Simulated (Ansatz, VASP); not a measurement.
# Two plane-wave programs on TiSi

```
CELL_PARAMETERS angstrom
1.84106 -2.14664 0.00000
1.84106 2.14664 0.00000
0.00000 0.00000 3.70181
ATOMIC_POSITIONS crystal
Ti 0.50000 0.50000 0.00000
Si 0.00000 0.00000 0.50000
```

Alike in both runs: task single point; functional PBEsol; k mesh 20 × 20 × 14; occupations gaussian, width 0.15 eV; no spin polarisation.

```csv
,VASP,Ansatz
version,VASP 6.6.1,Ansatz 0.2.0
potentials or method,"VASP PAW PBE potentials, release 64 (Ti_sv, Si), cutoff 520 eV","scalar-relativistic, plane waves, PAW"
valence electrons in the cell,16,16
```

|  | VASP | Ansatz | Ansatz less VASP |
| --- | --- | --- | --- |
| gap on the k mesh at the Fermi level (eV) | none | none | - |
| pressure (GPa) | -3.5 | -3.5 | -0.06 |
| traceless stress, the component that is largest in VASP (GPa) | 3.35 | 3.30 | -0.055 |

VASP's potentials were made for PBE, not for PBEsol. A gap of «none» marks a metal or a gap that the smearing closes.
